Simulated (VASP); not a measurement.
# Ru (Fm-3m) in VASP: notebook

Ru is run at these levels: PBE; tasks: single point.

All numbers are computed with VASP 6.6.1; they aren't measurements. Logs are shortened: lines on timing, memory, paths and dates and some standing lists are left out, and cuts for length are marked.

## Step 1: The cell of the first run

It takes space group Fm-3m (No. 225, cubic). Conventional cell: a = 3.780 Å, b = 3.780 Å, c = 3.780 Å, α = 90.00°, β = 90.00°, γ = 90.00°. Ru (site symmetry m-3m) has 12 Ru at 2.67 Å within 3.5 Å.

## Step 2: Single point, PBE

INCAR reads:

```
PREC = Accurate
ENCUT = 520
EDIFF = 1E-6
ISMEAR = 0
SIGMA = 0.05
LREAL = F
LASPH = T
NELM = 100
ALGO = Normal
ISIF = 2
LWAVE = F
LCHARG = F
GGA = PE
NBANDS = 13
```

KPOINTS reads:

```
regular mesh
0
Gamma
  18 18 18
```

POSCAR reads:

```
Ru
1.0
    0.0000000000      1.8899002402      1.8899002402
    1.8899002402      0.0000000000      1.8899002402
    1.8899002402      1.8899002402      0.0000000000
Ru
1
Direct
    0.0000000000      0.0000000000      0.0000000000
```

Potentials or basis: VASP PAW PBE potentials, release 64 (Ru_pv).

Command:

```bash
$ cat potpaw_PBE.64/Ru_pv/POTCAR > POTCAR
$ mpirun -np 1 vasp_std > vasp.out
```

OUTCAR:

```text
PREC = Accurate
   ENCUT = 520
   EDIFF = 1E-6
   ISMEAR = 0
   LREAL = F
   LASPH = T
   NELM = 100
   ISIF = 2
   GGA = PE

 ion  position               nearest neighbor table
   1  0.000  0.000  0.000-

  LATTYP: Found a face centered cubic cell.
 ALAT       =     3.7798004804

  Lattice vectors:

 A1 = (   0.0000000000,   1.8899002402,   1.8899002402)
 A2 = (   1.8899002402,   0.0000000000,   1.8899002402)
 A3 = (   1.8899002402,   1.8899002402,   0.0000000000)

Analysis of symmetry for initial positions (statically):
=====================================================================
 Subroutine PRICEL returns:
 Original cell was already a primitive cell.

 Routine SETGRP: Setting up the symmetry group for a
 face centered cubic supercell.

 Subroutine GETGRP returns: Found 48 space group operations
 (whereof 48 operations were pure point group operations)
 out of a pool of 48 trial point group operations.

The static configuration has the point symmetry O_h .

Analysis of symmetry for dynamics (positions and initial velocities):
=====================================================================
 Subroutine PRICEL returns:
 Original cell was already a primitive cell.

 Routine SETGRP: Setting up the symmetry group for a
 face centered cubic supercell.

 Subroutine GETGRP returns: Found 48 space group operations
 (whereof 48 operations were pure point group operations)
 out of a pool of 48 trial point group operations.

The dynamic configuration has the point symmetry O_h .

 Subroutine INISYM returns: Found 48 space group operations
 (whereof 48 operations are pure point group operations),
 and found     1 'primitive' translations

----------------------------------------------------------------------------------------

                                     Primitive cell

  volume of cell :      13.5004

  direct lattice vectors                    reciprocal lattice vectors
     0.000000000  1.889900240  1.889900240    -0.264564229  0.264564229  0.264564229
     1.889900240  0.000000000  1.889900240     0.264564229 -0.264564229  0.264564229
     1.889900240  1.889900240  0.000000000     0.264564229  0.264564229 -0.264564229

  length of vectors
     2.672722551  2.672722551  2.672722551     0.458238687  0.458238687  0.458238687

  position of ions in fractional coordinates (direct lattice)
     0.000000000  0.000000000  0.000000000

  ion indices of the primitive-cell ions
   primitive index   ion index
                 1           1

----------------------------------------------------------------------------------------

 KPOINTS: regular mesh

Automatic generation of k-mesh.
 Grid dimensions read from file:
 generate k-points for:   18   18   18

 Generating k-lattice:

  Cartesian coordinates                     Fractional coordinates (reciprocal lattice)
    -0.014698013  0.014698013  0.014698013     0.055555556  0.000000000  0.000000000
     0.014698013 -0.014698013  0.014698013     0.000000000  0.055555556  0.000000000
     0.014698013  0.014698013 -0.014698013     0.000000000  0.000000000  0.055555556

  Length of vectors
     0.025457705  0.025457705  0.025457705

  Shift w.r.t. Gamma in fractional coordinates (k-lattice)
     0.000000000  0.000000000  0.000000000

 Subroutine IBZKPT returns following result:
 ===========================================

 Found    195 irreducible k-points:

 Following reciprocal coordinates:
            Coordinates               Weight
  0.000000  0.000000  0.000000      1.000000
  0.055556  0.000000  0.000000      8.000000
  0.111111  0.000000  0.000000      8.000000
  0.166667  0.000000  0.000000      8.000000
  0.222222  0.000000  0.000000      8.000000
  0.277778  0.000000  0.000000      8.000000
[... 16 lines left out ...]
 -0.277778  0.055556  0.000000     24.000000
 -0.222222  0.055556  0.000000     24.000000
 [... further k-points ...]
   k-points           NKPTS =    195   k-points in BZ     NKDIM =    195   number of bands    NBANDS=     13
   number of dos      NEDOS =    301   number of ions     NIONS =      1
   total plane-waves  NPLWV =   8000
   dimension x,y,z NGX =    20 NGY =   20 NGZ =   20
   dimension x,y,z NGXF=    40 NGYF=   40 NGZF=   40
   ions per type =               1
   NGX,Y,Z   is equivalent  to a cutoff of  12.44, 12.44, 12.44 a.u.
   NGXF,Y,Z  is equivalent  to a cutoff of  24.88, 24.88, 24.88 a.u.
 SYSTEM =  unknown system
   PREC   = accura    normal or accurate (medium, high low for compatibility)
   ISTART =      0    job   : 0-new  1-cont  2-samecut
   ICHARG =      2    charge: 1-file 2-atom 10-const
   ISPIN  =      1    spin polarized calculation?
   LNONCOLLINEAR =      F non collinear calculations
   LSORBIT =      F    spin-orbit coupling
   LASPH  =      T    aspherical Exc in radial PAW
   ENCUT  =  520.0 eV  38.22 Ry    6.18 a.u.   4.97  4.97  4.97*2*pi/ulx,y,z
   NELM   =    100;   NELMIN=  2; NELMDL= -5     # of ELM steps
   EDIFF  = 0.1E-05   stopping-criterion for ELM
   LREAL  =      F    real-space projection
   EDIFFG = 0.1E-04   stopping-criterion for IOM
   NSW    =      0    number of steps for IOM
   IBRION =     -1    ionic relax: 0-MD 1-quasi-New 2-CG
   NFREE  =      0    steps in history (QN), initial steepest desc. (CG)
   ISIF   =      2    stress and relaxation
   ISYM   =      2    0-nonsym 1-usesym 2-fastsym
   POTIM  = 0.5000    time-step for ionic-motion
   TEBEG  =    0.0;   TEEND  =   0.0 temperature during run
   PSTRESS=    0.0 pullay stress
   NELECT =      14.0000    total number of electrons
   NUPDOWN=      -1.0000    fix difference up-down
   EMIN   =  10.00;   EMAX   =-10.00  energy-range for DOS
   EFERMI =   0.00;   METHOD = LEGACY
   ISMEAR =     0;   SIGMA  =   0.05  broadening in eV -4-tet -1-fermi 0-gaus
   EFERMI_NEDOS =   21; number of points for ismear=-14 and -15
   IALGO  =     38    algorithm
   IMIX   =      4    mixing-type and parameters
     AMIX     =   0.40;   BMIX     =  1.00
     AMIX_MAG =   1.60;   BMIX_MAG =  1.00
  volume/ion in A,a.u.               =      13.50        91.11
  Fermi-wavevector in a.u.,A,eV,Ry     =   1.657049  3.131368 37.359023  2.745811
  Thomas-Fermi vector in A             =   2.744869
   LORBIT       =      0    0 simple, 1 ext, 2 COOP (PROOUT), +10 PAW based schemes
   GGA     = PE    functional components
   LHFCALC =     F    Hartree Fock is set to
   AEXX    =    0.0000 exact exchange contribution
   IVDW    =     0    specifies the selected vdW correction
   LEPSILON=     F    determine dielectric tensor
   LRPA    =     F    only Hartree local field effects (RPA)
 non-spin polarized calculation
 Gauss-broadening in eV      SIGMA  =   0.05
  energy-cutoff  :      520.00
  volume of cell :       13.50
 maximum number of plane-waves:       375
   NGX =  9   NGY =  9   NGZ =  9

 number of electron      14.0000006 magnetization

 Free energy of the ion-electron system (eV)
  ---------------------------------------------------
  ext. energy  EPLUGINS =         0.00000000
  ---------------------------------------------------
  free energy    TOTEN  =        -9.11611132 eV

  energy without entropy =       -9.11486005  energy(sigma->0) =       -9.11548568

 E-fermi :  12.8043     XC(G=0): -14.1528

 val. band max:       12.8032537492   @ k =   0.1111   0.0556   0.0000
 cond. band min:      12.8047342001   @ k =   0.3333   0.2778   0.0000
 fundamental gap:      0.0014804510
 Fermi energy:        12.8043445027

 k-point     1 :       0.0000    0.0000    0.0000
  band No.  band energies     occupation
      1     -29.5656      2.00000
      2     -29.5656      2.00000
      3     -29.5656      2.00000
      4       4.9198      2.00000
      5      10.2595      2.00000
      6      10.2595      2.00000
      7      10.2595      2.00000
      8      12.7309      1.96211
      9      12.7309      1.96211
     10      23.3988      0.00000
     11      27.9128      0.00000
     12      33.6865      0.00000
     13      33.6865      0.00000

 k-point     2 :       0.0556    0.0000    0.0000
  band No.  band energies     occupation
      1     -29.6002      2.00000
      2     -29.5701      2.00000
      3     -29.5701      2.00000
      4       5.0531      2.00000
      5      10.1889      2.00000
      6      10.3159      2.00000
      7      10.3159      2.00000
      8      12.6942      1.99817
      9      12.6942      1.99817
     10      23.3989      0.00000
     11      28.1381      0.00000
     12      33.0270      0.00000
     13      33.9041      0.00000

 k-point     3 :       0.1111    0.0000    0.0000
  band No.  band energies     occupation
      1     -29.6990      2.00000
      2     -29.5830      2.00000
      3     -29.5830      2.00000
      4       5.4334      2.00000
      5      10.0125      2.00000
      6      10.4632      2.00000
      7      10.4632      2.00000
      8      12.6135      2.00000
      9      12.6135      2.00000
     10      23.3988      0.00000
     11      28.7546      0.00000
     12      31.6702      0.00000
     13      34.5386      0.00000

 k-point     4 :       0.1667    0.0000    0.0000
  band No.  band energies     occupation
      1     -29.8484      2.00000
      2     -29.6026      2.00000
      3     -29.6026      2.00000
      4       5.9898      2.00000
      5       9.8370      2.00000
      6      10.6266      2.00000
      7      10.6266      2.00000
      8      12.5819      2.00000
      9      12.5819      2.00000
     10      23.3987      0.00000
     11      29.5246      0.00000
     12      30.2558      0.00000
     13      35.5378      0.00000

 k-point     5 :       0.2222    0.0000    0.0000
  band No.  band energies     occupation
      1     -30.0289      2.00000
      2     -29.6265      2.00000
      3     -29.6265      2.00000
      4       6.5603      2.00000
      5       9.8568      2.00000
      6      10.6893      2.00000
      7      10.6893      2.00000
      8      12.7314      1.96080
      9      12.7314      1.96080
     10      23.3987      0.00000
     11      28.7350      0.00000
     12      30.2623      0.00000
     13      36.8152      0.00000

 k-point     6 :       0.2778    0.0000    0.0000
  band No.  band energies     occupation
      1     -30.2176      2.00000
      2     -29.6519      2.00000
      3     -29.6519      2.00000
      4       6.9035      2.00000
      5      10.3226      2.00000
      6      10.6047      2.00000
      7      10.6047      2.00000
      8      13.1082      0.00000
      9      13.1082      0.00000
     10      23.3985      0.00000
     11      27.4099      0.00000
     12      30.1108      0.00000
     13      38.0594      0.00000

 k-point     7 :       0.3333    0.0000    0.0000
  band No.  band energies     occupation
      1     -30.3920      2.00000
      2     -29.6756      2.00000
      3     -29.6756      2.00000
      4       6.9539      2.00000
      5      10.4424      2.00000
      6      10.4424      2.00000
      7      11.2681      2.00000
      8      13.6157      0.00000
      9      13.6157      0.00000
     10      23.3982      0.00000
     11      26.0746      0.00000
     12      29.2408      0.00000
     13      36.8170      0.00000
[... 193 lines left out ...]
 k-point    20 :      -0.4444    0.0556    0.0000
  band No.  band energies     occupation
      1     -30.6294      2.00000
      2     -29.7374      2.00000
      3     -29.7120      2.00000
      4       6.8659      2.00000
      5      10.0518      2.00000
      6      10.2310      2.00000
      7      12.9908      0.00000
      8      14.4485      0.00000
      9      15.4411      0.00000
     10      23.2141      0.00000
     11      23.4153      0.00000
     12      27.8146      0.00000
     13      33.7516      0.00000

 k-point    21 :      -0.3889    0.0556    0.0000
  band No.  band energies     occupation
      1     -30.5595      2.00000
      2     -29.7325      2.00000
      3     -29.6965      2.00000
      4       6.9427      2.00000
      5      10.1601      2.00000
      6      10.3075      2.00000
      7      12.3426      2.00000
      8      14.0339      0.00000
      9      15.0000      0.00000
     10      23.3961      0.00000
     11      24.2881      0.00000
     12      28.2487      0.00000
     13      34.1640      0.00000

 k-point    22 :      -0.3333    0.0556    0.0000
  band No.  band energies     occupation
      1     -30.4375      2.00000
      2     -29.7187      2.00000
      3     -29.6747      2.00000
      4       7.0427      2.00000
      5      10.3248      2.00000
      6      10.4506      2.00000
      7      11.3553      2.00000
      8      13.4816      0.00000
      9      14.4123      0.00000
     10      23.3980      0.00000
     11      25.6900      0.00000
     12      29.0457      0.00000
     13      35.0514      0.00000

 k-point    23 :      -0.2778    0.0556    0.0000
  band No.  band energies     occupation
      1     -30.2767      2.00000
      2     -29.6975      2.00000
      3     -29.6494      2.00000
      4       7.0621      2.00000
      5      10.3374      2.00000
      6      10.5752      2.00000
      7      10.6263      2.00000
      8      12.9116      0.00242
      9      13.8085      0.00000
     10      23.3985      0.00000
     11      27.0847      0.00000
     12      29.9870      0.00000
     13      36.1260      0.00000

 k-point    24 :      -0.2222    0.0556    0.0000
  band No.  band energies     occupation
      1     -30.0955      2.00000
      2     -29.6713      2.00000
      3     -29.6235      2.00000
      4       6.8248      2.00000
      5       9.7939      2.00000
      6      10.6872      2.00000
      7      10.7588      2.00000
      8      12.4627      2.00000
      9      13.2836      0.00000
     10      23.3987      0.00000
     11      28.4141      0.00000
     12      30.4439      0.00000
     13      36.0370      0.00000

 [... further k-points ...]
[... 5 lines left out ...]
  --------------------------------------------------------------------------------------
  -------------------------------------------------------------------------------------
  Total        0.6474641      0.6474641      0.6474641     -0.0000000     -0.0000000      0.0000000
  in kB       76.8386394     76.8386394     76.8386394     -0.0000000     -0.0000000      0.0000000
  external PRESSURE =      76.8386394 kB  Pullay stress =       0.0000000 kB

 VOLUME and BASIS-vectors are now :
 -----------------------------------------------------------------------------
  energy-cutoff  :      520.00
  volume of cell :       13.50
      direct lattice vectors                 reciprocal lattice vectors
     0.000000000  1.889900240  1.889900240    -0.264564229  0.264564229  0.264564229
     1.889900240  0.000000000  1.889900240     0.264564229 -0.264564229  0.264564229
     1.889900240  1.889900240  0.000000000     0.264564229  0.264564229 -0.264564229

 POSITION                                       TOTAL-FORCE (eV/Angst)
 -----------------------------------------------------------------------------------
      0.00000      0.00000      0.00000         0.000000      0.000000      0.000000
 -----------------------------------------------------------------------------------
    total drift:                                0.000000      0.000000      0.000000

  FREE ENERGIE OF THE ION-ELECTRON SYSTEM (eV)
  ---------------------------------------------------
  free  energy   TOTEN  =        -9.1161113159 eV

  energy  without entropy=       -9.1148600497  energy(sigma->0) =       -9.11548568
```

Wall time 21 s (1 thread of Intel Xeon 6975P-C, shared host); peak memory 0.15 GiB.

What came out:

| Item | Value |
| --- | --- |
| Free energy | -9.1161 eV |
| Pressure | 7.7 GPa |
| Band gap on the k mesh | zero (band 7 reaches 15.14 eV, above the bottom of band 8 at 11.67 eV) |

## Step 3: Single point, PBE

This run uses another cell than the first one, of 14.20 Å³/atom, 1.052 times its volume.

INCAR reads:

```
ALGO = Normal
EDIFF = 1E-6
ENCUT = 520
GGA = PE
ISIF = 2
ISMEAR = 0
LASPH = T
LCHARG = T
LELF = T
LREAL = F
LVHAR = T
LWAVE = F
NBANDS = 13
NELM = 80
PREC = Accurate
SIGMA = 0.05
```

KPOINTS reads:

```
k-points
0
Gamma
  18 18 18
```

POSCAR reads:

```
Ru
1.0
    0.0000000000      1.9219325398      1.9219325398
    1.9219325398      0.0000000000      1.9219325398
    1.9219325398      1.9219325398      0.0000000000
Ru
1
Direct
    0.0000000000      0.0000000000      0.0000000000
```

Potentials or basis: VASP PAW PBE potentials, release 64 (Ru_pv).

Command:

```bash
$ cat potpaw_PBE.64/Ru_pv/POTCAR > POTCAR
$ mpirun -np 1 vasp_std > vasp.out
```

OUTCAR:

```text
EDIFF = 1E-6
   ENCUT = 520
   GGA = PE
   ISIF = 2
   ISMEAR = 0
   LASPH = T
   LREAL = F
   NELM = 80
   PREC = Accurate

 ion  position               nearest neighbor table
   1  0.000  0.000  0.000-

  LATTYP: Found a face centered cubic cell.
 ALAT       =     3.8438650796

  Lattice vectors:

 A1 = (   0.0000000000,   1.9219325398,   1.9219325398)
 A2 = (   1.9219325398,   0.0000000000,   1.9219325398)
 A3 = (   1.9219325398,   1.9219325398,   0.0000000000)

Analysis of symmetry for initial positions (statically):
=====================================================================
 Subroutine PRICEL returns:
 Original cell was already a primitive cell.

 Routine SETGRP: Setting up the symmetry group for a
 face centered cubic supercell.

 Subroutine GETGRP returns: Found 48 space group operations
 (whereof 48 operations were pure point group operations)
 out of a pool of 48 trial point group operations.

The static configuration has the point symmetry O_h .

Analysis of symmetry for dynamics (positions and initial velocities):
=====================================================================
 Subroutine PRICEL returns:
[... 160 lines left out ...]
 Fermi energy:        11.9091948840

 k-point     1 :       0.0000    0.0000    0.0000
  band No.  band energies     occupation
      1     -30.4588      2.00000
      2     -30.4588      2.00000
      3     -30.4588      2.00000
      4       4.3162      2.00000
      5       9.5490      2.00000
      6       9.5490      2.00000
      7       9.5490      2.00000
      8      11.8334      1.96789
      9      11.8334      1.96789
     10      22.5586      0.00000
     11      27.0419      0.00000
     12      32.5356      0.00000
     13      32.5356      0.00000
[... 354 lines left out ...]
  band No.  band energies     occupation
      1     -30.9048      2.00000
      2     -30.5485      2.00000
      3     -30.5083      2.00000
      4       6.1750      2.00000
      5       9.0929      2.00000
      6       9.9478      2.00000
      7      10.0168      2.00000
      8      11.5970      2.00000
      9      12.3502      0.00000
     10      22.5584      0.00000
     11      27.2481      0.00000
     12      29.2129      0.00000
     13      34.5539      0.00000

 [... further k-points ...]
[... 5 lines left out ...]
  --------------------------------------------------------------------------------------
  -------------------------------------------------------------------------------------
  Total       -0.6850088     -0.6850088     -0.6850088     -0.0000000     -0.0000000     -0.0000000
  in kB      -77.2969442    -77.2969442    -77.2969442     -0.0000000     -0.0000000     -0.0000000
  external PRESSURE =     -77.2969442 kB  Pullay stress =       0.0000000 kB

 VOLUME and BASIS-vectors are now :
 -----------------------------------------------------------------------------
  energy-cutoff  :      520.00
  volume of cell :       14.20
      direct lattice vectors                 reciprocal lattice vectors
     0.000000000  1.921932540  1.921932540    -0.260154813  0.260154813  0.260154813
     1.921932540  0.000000000  1.921932540     0.260154813 -0.260154813  0.260154813
     1.921932540  1.921932540  0.000000000     0.260154813  0.260154813 -0.260154813

 POSITION                                       TOTAL-FORCE (eV/Angst)
 -----------------------------------------------------------------------------------
      0.00000      0.00000      0.00000         0.000000     -0.000000      0.000000
 -----------------------------------------------------------------------------------
    total drift:                                0.000000     -0.000000      0.000000

  FREE ENERGIE OF THE ION-ELECTRON SYSTEM (eV)
  ---------------------------------------------------
  free  energy   TOTEN  =        -9.1148014688 eV

  energy  without entropy=       -9.1134023529  energy(sigma->0) =       -9.11410191
```

Wall time 22 s (1 thread of Intel Xeon 6975P-C, shared host); peak memory 0.15 GiB.

Results:

| Item | Value |
| --- | --- |
| Free energy | -9.1148 eV |
| Pressure | -7.7 GPa |
| Band gap on the k mesh | zero (band 7 reaches 14.06 eV, above the bottom of band 8 at 10.86 eV) |
